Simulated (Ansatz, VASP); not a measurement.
# SnTe2: VASP beside Ansatz

```
Sn Te
1.0
     0.00000    3.70104    3.70104
     3.70104    0.00000    3.70104
     3.70104    3.70104    0.00000
Sn Te
1 2
Direct
  0.00000 0.00000 0.00000
  0.25000 0.25000 0.25000
  0.75000 0.75000 0.75000
```

Alike in both runs: task single point; functional PBE-based screened hybrid; k mesh 4 × 4 × 4; occupations fermi-dirac, width 0.02 eV; no spin polarisation.

|  | VASP | Ansatz |
| --- | --- | --- |
| version | VASP 6.6.1 | Ansatz 0.2.0 |
| potentials or method | VASP PAW PBE potentials, release 64 (Sn_d, Te) | plane waves |
| plane-wave cutoff (eV) | 520 | 420 |
| valence electrons in the cell | 26 | 46 |

|  | VASP | Ansatz | Ansatz less VASP |
| --- | --- | --- | --- |
| pressure (GPa) | 0.2 | 0.3 | +0.15 |

VASP's potentials were made for PBE, not for PBE-based screened hybrid. The functional is the same, so the differences come from potentials, cutoffs and numerics. VASP's potentials hold 26 valence electrons a cell and Ansatz's 46, so a difference there can come from the potentials and not from the codes. Ansatz's warnings: filled band counts differ across k points, stress exchange threshold loose, stress scf threshold loose.

The k mesh is coarse, so the values compare programs but aren't converged. Spin-orbit coupling is off throughout.
